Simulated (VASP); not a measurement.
# Cu (I4/mmm) in VASP: settings compared

The runs below take Cu through single point, with PBE, PBEsol+D3(BJ).

Program: VASP 6.6.1. These are calculated values, not measurements. Logs are shortened: lines on timing, memory, paths and dates and some standing lists are left out, and cuts for length are marked.

## Step 1: The cell of the first run

Symmetry: I4/mmm, No. 139, tetragonal system. The conventional cell has a = 2.886 Å, b = 2.886 Å, c = 2.752 Å, α = 90.00°, β = 90.00°, γ = 90.00°. Within 3.2 Å of Cu (site symmetry 4/mmm) lie 14 Cu at 2.46 to 2.89 Å.

## Step 2: Single point, PBE

Contents of INCAR:

```
SYSTEM = Cu
PREC = Accurate ; ENCUT = 520
EDIFF = 1E-6 ; ISMEAR = 0
SIGMA = 0.016 ; LREAL = .FALSE.
LASPH = .TRUE. ; NELM = 60
ALGO = Fast ; ISIF = 2
LWAVE = .FALSE. ; LCHARG = .TRUE.
GGA = PE ; LELF = .TRUE.
LVHAR = .TRUE. ; NBANDS = 12
```

Contents of KPOINTS:

```
regular mesh
0
G
  13 13 13
  0 0 0
```

Contents of POSCAR:

```
Cu
1.0
   -1.4427933200      1.4427933200      1.3760814500
    1.4427933200     -1.4427933200      1.3760814500
    1.4427933200      1.4427933200     -1.3760814500
Cu
1
Direct
    0.0000000000      0.0000000000      0.0000000000
```

Potentials or basis: VASP PAW PBE potentials, release 64 (Cu).

The run is started by

```console
$ cat potpaw_PBE.64/Cu/POTCAR > POTCAR
$ mpirun -np 1 vasp_std > vasp.out
```

OUTCAR:

```text
SYSTEM = Cu
   PREC = Accurate
   ENCUT = 520
   EDIFF = 1E-6
   ISMEAR = 0
   LREAL = .FALSE.
   LASPH = .TRUE.
   NELM = 60
   ISIF = 2
   GGA = PE

 ion  position               nearest neighbor table
   1  0.000  0.000  0.000-

  LATTYP: Found a body centered tetragonal cell.
 ALAT       =     2.8855866400
 C/A-ratio  =     0.9537620052

  Lattice vectors:

 A1 = (  -1.4427933200,   1.4427933200,   1.3760814500)
 A2 = (   1.4427933200,  -1.4427933200,   1.3760814500)
 A3 = (   1.4427933200,   1.4427933200,  -1.3760814500)

Analysis of symmetry for initial positions (statically):
=====================================================================
 Subroutine PRICEL returns:
 Original cell was already a primitive cell.

 Routine SETGRP: Setting up the symmetry group for a
 body centered tetragonal supercell.

 Subroutine GETGRP returns: Found 16 space group operations
 (whereof 16 operations were pure point group operations)
 out of a pool of 16 trial point group operations.

The static configuration has the point symmetry D_4h.

Analysis of symmetry for dynamics (positions and initial velocities):
=====================================================================
 Subroutine PRICEL returns:
 Original cell was already a primitive cell.

 Routine SETGRP: Setting up the symmetry group for a
 body centered tetragonal supercell.

 Subroutine GETGRP returns: Found 16 space group operations
 (whereof 16 operations were pure point group operations)
 out of a pool of 16 trial point group operations.

The dynamic configuration has the point symmetry D_4h.

 Subroutine INISYM returns: Found 16 space group operations
 (whereof 16 operations are pure point group operations),
 and found     1 'primitive' translations

----------------------------------------------------------------------------------------

                                     Primitive cell

  volume of cell :      11.4581

  direct lattice vectors                    reciprocal lattice vectors
    -1.442793320  1.442793320  1.376081450     0.000000000  0.346549983  0.363350585
     1.442793320 -1.442793320  1.376081450     0.346549983  0.000000000  0.363350585
     1.442793320  1.442793320 -1.376081450     0.346549983  0.346549983  0.000000000

  length of vectors
     2.461078074  2.461078074  2.461078074     0.502116060  0.502116060  0.490095685

  position of ions in fractional coordinates (direct lattice)
     0.000000000  0.000000000  0.000000000

  ion indices of the primitive-cell ions
   primitive index   ion index
                 1           1

----------------------------------------------------------------------------------------

 KPOINTS: regular mesh

Automatic generation of k-mesh.
 Grid dimensions read from file:
 generate k-points for:   13   13   13

 Generating k-lattice:

  Cartesian coordinates                     Fractional coordinates (reciprocal lattice)
     0.000000000  0.026657691  0.027950045     0.076923077 -0.000000000  0.000000000
     0.026657691  0.000000000  0.027950045    -0.000000000  0.076923077  0.000000000
     0.026657691  0.026657691  0.000000000     0.000000000  0.000000000  0.076923077

  Length of vectors
     0.038624312  0.038624312  0.037699668

  Shift w.r.t. Gamma in fractional coordinates (k-lattice)
     0.000000000  0.000000000  0.000000000

 Subroutine IBZKPT returns following result:
 ===========================================

 Found    196 irreducible k-points:

 Following reciprocal coordinates:
            Coordinates               Weight
  0.000000  0.000000  0.000000      1.000000
  0.076923  0.000000  0.000000      8.000000
  0.153846  0.000000  0.000000      8.000000
  0.230769 -0.000000  0.000000      8.000000
  0.307692  0.000000  0.000000      8.000000
  0.384615 -0.000000  0.000000      8.000000
[... 16 lines left out ...]
  0.384615  0.153846  0.000000     16.000000
  0.461538  0.153846  0.000000     16.000000
 [... further k-points ...]
   k-points           NKPTS =    196   k-points in BZ     NKDIM =    196   number of bands    NBANDS=     12
   number of dos      NEDOS =    301   number of ions     NIONS =      1
   total plane-waves  NPLWV =   5832
   dimension x,y,z NGX =    18 NGY =   18 NGZ =   18
   dimension x,y,z NGXF=    36 NGYF=   36 NGZF=   36
   ions per type =               1
   NGX,Y,Z   is equivalent  to a cutoff of  12.16, 12.16, 12.16 a.u.
   NGXF,Y,Z  is equivalent  to a cutoff of  24.32, 24.32, 24.32 a.u.
 SYSTEM =  Cu
   PREC   = accura    normal or accurate (medium, high low for compatibility)
   ISTART =      0    job   : 0-new  1-cont  2-samecut
   ICHARG =      2    charge: 1-file 2-atom 10-const
   ISPIN  =      1    spin polarized calculation?
   LNONCOLLINEAR =      F non collinear calculations
   LSORBIT =      F    spin-orbit coupling
   LASPH  =      T    aspherical Exc in radial PAW
   ENCUT  =  520.0 eV  38.22 Ry    6.18 a.u.   4.58  4.58  4.58*2*pi/ulx,y,z
   NELM   =     60;   NELMIN=  2; NELMDL= -5     # of ELM steps
   EDIFF  = 0.1E-05   stopping-criterion for ELM
   LREAL  =      F    real-space projection
   EDIFFG = 0.1E-04   stopping-criterion for IOM
   NSW    =      0    number of steps for IOM
   IBRION =     -1    ionic relax: 0-MD 1-quasi-New 2-CG
   NFREE  =      0    steps in history (QN), initial steepest desc. (CG)
   ISIF   =      2    stress and relaxation
   ISYM   =      2    0-nonsym 1-usesym 2-fastsym
   POTIM  = 0.5000    time-step for ionic-motion
   TEBEG  =    0.0;   TEEND  =   0.0 temperature during run
   PSTRESS=    0.0 pullay stress
   NELECT =      11.0000    total number of electrons
   NUPDOWN=      -1.0000    fix difference up-down
   EMIN   =  10.00;   EMAX   =-10.00  energy-range for DOS
   EFERMI =   0.00;   METHOD = LEGACY
   ISMEAR =     0;   SIGMA  =   0.02  broadening in eV -4-tet -1-fermi 0-gaus
   EFERMI_NEDOS =   21; number of points for ismear=-14 and -15
   IALGO  =     68    algorithm
   IMIX   =      4    mixing-type and parameters
     AMIX     =   0.40;   BMIX     =  1.00
     AMIX_MAG =   1.60;   BMIX_MAG =  1.00
  volume/ion in A,a.u.               =      11.46        77.32
  Fermi-wavevector in a.u.,A,eV,Ry     =   1.614984  3.051878 35.486359  2.608174
  Thomas-Fermi vector in A             =   2.709805
   LORBIT       =      0    0 simple, 1 ext, 2 COOP (PROOUT), +10 PAW based schemes
   GGA     = PE    functional components
   LHFCALC =     F    Hartree Fock is set to
   AEXX    =    0.0000 exact exchange contribution
   IVDW    =     0    specifies the selected vdW correction
   LEPSILON=     F    determine dielectric tensor
   LRPA    =     F    only Hartree local field effects (RPA)
 non-spin polarized calculation
 RMM-DIIS sequential band-by-band and
 Gauss-broadening in eV      SIGMA  =   0.02
  energy-cutoff  :      520.00
  volume of cell :       11.46
 maximum number of plane-waves:       323
   NGX =  9   NGY =  9   NGZ =  9

 number of electron      10.9999998 magnetization

 Free energy of the ion-electron system (eV)
  ---------------------------------------------------
  ext. energy  EPLUGINS =         0.00000000
  ---------------------------------------------------
  free energy    TOTEN  =        -3.68253172 eV

  energy without entropy =       -3.68246478  energy(sigma->0) =       -3.68249825

 E-fermi :   7.9068     XC(G=0): -12.9033

 val. band max:        7.9040479183   @ k =  -0.0769  -0.4615   0.0769
 cond. band min:       7.9308407815   @ k =  -0.2308   0.4615   0.0769
 fundamental gap:      0.0267928631
 Fermi energy:         7.9068105283

 k-point     1 :       0.0000    0.0000    0.0000
  band No.  band energies     occupation
      1      -1.6114      2.00000
      2       4.6483      2.00000
      3       4.8435      2.00000
      4       4.8435      2.00000
      5       5.7140      2.00000
      6       5.9202      2.00000
      7      32.8392      0.00000
      8      32.8392      0.00000
      9      34.0845      0.00000
     10      36.9097      0.00000
     11      36.9138      0.00000
     12      36.9229      0.00000

 k-point     2 :       0.0769    0.0000    0.0000
  band No.  band energies     occupation
      1      -1.3746      2.00000
      2       4.6535      2.00000
      3       4.8367      2.00000
      4       4.8827      2.00000
      5       5.7142      2.00000
      6       5.8872      2.00000
      7      31.2895      0.00000
      8      32.2615      0.00000
      9      32.5595      0.00000
     10      34.6472      0.00000
     11      35.3035      0.00000
     12      36.0487      0.00000

 k-point     3 :       0.1538    0.0000    0.0000
  band No.  band energies     occupation
      1      -0.6815      2.00000
      2       4.5585      2.00000
      3       4.7990      2.00000
      4       5.1093      2.00000
      5       5.7105      2.00000
      6       5.8380      2.00000
      7      27.3349      0.00000
      8      30.5088      0.00000
      9      31.0860      0.00000
     10      32.2745      0.00000
     11      34.0491      0.00000
     12      36.4944      0.00000
[... 286 lines left out ...]
 k-point    23 :       0.3846    0.1538    0.0000
  band No.  band energies     occupation
      1       3.1287      2.00000
      2       4.0217      2.00000
      3       5.1469      2.00000
      4       5.7875      2.00000
      5       6.1903      2.00000
      6       8.9700      0.00000
      7      13.3277      0.00000
      8      20.3211      0.00000
      9      25.2077      0.00000
     10      31.7681      0.00000
     11      37.2272      0.00000
     12      38.9650      0.00000

 k-point    24 :       0.4615    0.1538    0.0000
  band No.  band energies     occupation
      1       3.1252      2.00000
      2       4.0276      2.00000
      3       5.1423      2.00000
      4       5.7974      2.00000
      5       6.1386      2.00000
      6       8.8617      0.00000
      7      13.5158      0.00000
      8      20.2081      0.00000
      9      25.3405      0.00000
     10      31.7300      0.00000
     11      37.4966      0.00000
     12      39.8745      0.00000

 [... further k-points ...]

------------------------ aborting loop because EDIFF is reached ----------------------------------------

  FORCE on cell =-STRESS in cart. coord.  units (eV):
  Direction    XX          YY          ZZ          XY          YZ          ZX
  --------------------------------------------------------------------------------------
  -------------------------------------------------------------------------------------
  Total        0.5927911      0.5927911      0.5881257      0.0000000      0.0000000      0.0000000
  in kB       82.8895716     82.8895716     82.2372026      0.0000000      0.0000000      0.0000000
  external PRESSURE =      82.6721152 kB  Pullay stress =       0.0000000 kB

 VOLUME and BASIS-vectors are now :
 -----------------------------------------------------------------------------
  energy-cutoff  :      520.00
  volume of cell :       11.46
      direct lattice vectors                 reciprocal lattice vectors
    -1.442793320  1.442793320  1.376081450     0.000000000  0.346549983  0.363350585
     1.442793320 -1.442793320  1.376081450     0.346549983  0.000000000  0.363350585
     1.442793320  1.442793320 -1.376081450     0.346549983  0.346549983  0.000000000

 POSITION                                       TOTAL-FORCE (eV/Angst)
 -----------------------------------------------------------------------------------
      0.00000      0.00000      0.00000         0.000000      0.000000     -0.000000
 -----------------------------------------------------------------------------------
    total drift:                                0.000000      0.000000      0.000000

  FREE ENERGIE OF THE ION-ELECTRON SYSTEM (eV)
  ---------------------------------------------------
  free  energy   TOTEN  =        -3.6825317185 eV

  energy  without entropy=       -3.6824647788  energy(sigma->0) =       -3.68249825
```

Wall time 47 s (1 thread of Intel Xeon 8259CL, shared host); peak memory 0.14 GiB.

What came out:

```
Free energy : -3.6825 eV
Pressure    : 8.3 GPa
```

Levels at points of the mesh, in eV from the Fermi level:
| k point | band 4 | band 5 | band 6 | band 7 | band 8 | band 9 |
| --- | --- | --- | --- | --- | --- | --- |
| (0.00, 0.00, 0.00) | -3.06 | -2.19 | -1.99 | 24.93 | 24.93 | 26.18 |

## Step 3: Single point, PBEsol+D3(BJ)

This run uses another cell than the first one, of 10.85 Å³/atom, 0.947 times its volume.

Contents of INCAR:

```
ALGO = Normal ; EDIFF = 1E-6
ENCUT = 520 ; GGA = PS
ISIF = 2 ; ISMEAR = -1
IVDW = 12 ; LASPH = T
LCHARG = F ; LREAL = F
LWAVE = F ; NBANDS = 12
NELM = 100 ; PREC = Accurate
SIGMA = 0.05
```

Contents of KPOINTS:

```
k-points
0
Gamma
  13 13 13
```

Contents of POSCAR:

```
Cu
1.0
   -1.4096996674      1.4096996674      1.3644385474
    1.4096996674     -1.4096996674      1.3644385474
    1.4096996674      1.4096996674     -1.3644385474
Cu
1
Direct
    0.0000000000      0.0000000000      0.0000000000
```

Potentials or basis: VASP PAW PBE potentials, release 64 (Cu).

The run is started by

```console
$ cat potpaw_PBE.64/Cu/POTCAR > POTCAR
$ mpirun -np 1 vasp_std > vasp.out
```

Wall time 14 s (1 thread of Intel Xeon 6455B, shared host); peak memory 0.15 GiB.

The run converged. Its results:

```yaml
Free_energy: -4.8315 eV
Pressure: 0.8 GPa
Dispersion_energy_per_atom: -0.571 eV
```

Levels at points of the mesh, in eV from the Fermi level:
```csv
k point,band 2,band 3,band 4,band 5,band 6,band 7,band 8,band 9,band 10,band 11
"(0.00, 0.00, 0.00)",-3.43,-3.28,-3.28,-2.26,-2.11,25.61,25.61,26.45,29.99,30.28
```

Caveat: the PAW data sets were made with another functional, which shifts forces and pressure a little; pairwise dispersion overbinds metals, which lowers pressure and volume.

## Step 4: Single point, PBEsol+D3(BJ)

This run uses another cell than the first one, of 10.99 Å³/atom, 0.959 times its volume.

Contents of INCAR:

```
SYSTEM = Cu
ALGO = Fast
EDIFF = 1E-6
ENCUT = 520
GGA = PS
ISIF = 2
ISMEAR = -1
IVDW = 12
LASPH = .True.
LCHARG = .True.
LELF = .True.
LREAL = .False.
LVHAR = .True.
LWAVE = .False.
NBANDS = 12
NELM = 60
PREC = Accurate
SIGMA = 0.05
```

Contents of KPOINTS:

```
k-points
0
Gamma
  13 13 13
  0 0 0
```

Contents of POSCAR:

```
Cu
1.0
   -1.4179551615      1.4179551615      1.3662252492
    1.4179551615     -1.4179551615      1.3662252492
    1.4179551615      1.4179551615     -1.3662252492
Cu
1
Direct
    0.0000000000      0.0000000000      0.0000000000
```

The run is started by

```console
$ cat potpaw_PBE.64/Cu/POTCAR > POTCAR
$ mpirun -np 1 vasp_std > vasp.out
```

Run time: 20 s. Hardware: 1 thread of Intel Xeon 6455B, shared host; peak memory 0.15 GiB.

The run converged. Its results:

```yaml
Free_energy: -4.8313 eV
Pressure: -1.4 GPa
Dispersion_energy_per_atom: -0.564 eV
```

Levels at points of the mesh, in eV from the Fermi level:
| k point | band 3 | band 4 | band 5 | band 6 | band 7 | band 8 | band 9 | band 10 |
| --- | --- | --- | --- | --- | --- | --- | --- | --- |
| (0.00, 0.00, 0.00) | -3.23 | -3.23 | -2.24 | -2.07 | 25.44 | 25.44 | 26.40 | 29.74 |

Caveat: three body term missing; the PAW data sets were made with another functional, which shifts forces and pressure a little; pairwise dispersion overbinds metals, which lowers pressure and volume.

## Step 5: Summary

| level | cell | smearing | gap on the mesh (eV) | pressure (GPa) |
| --- | --- | --- | --- | --- |
| PBE | a = 2.461 Å, angles 108.2, 108.2, 112.0°, 1 atom | gaussian 0.016 eV | none | 8.3 |
| PBEsol+D3(BJ) | a = 2.416 Å, angles 108.6, 108.6, 111.2°, 1 atom | fermi-dirac 0.05 eV | none | 0.8 |
| PBEsol+D3(BJ) | a = 2.426 Å, angles 108.5, 108.5, 111.5°, 1 atom | fermi-dirac 0.05 eV | none | -1.4 |

Alike in all rows: task single point; potentials or basis VASP PAW PBE potentials, release 64 (Cu); no spin polarisation; k mesh 13 × 13 × 13; cutoff (eV) 520.

Caveats: the PAW data sets were made with another functional, which shifts forces and pressure a little (some runs); pairwise dispersion overbinds metals, which lowers pressure and volume (some runs); three body term missing (some runs).

Absolute energies hang on the potentials; compare differences alone.
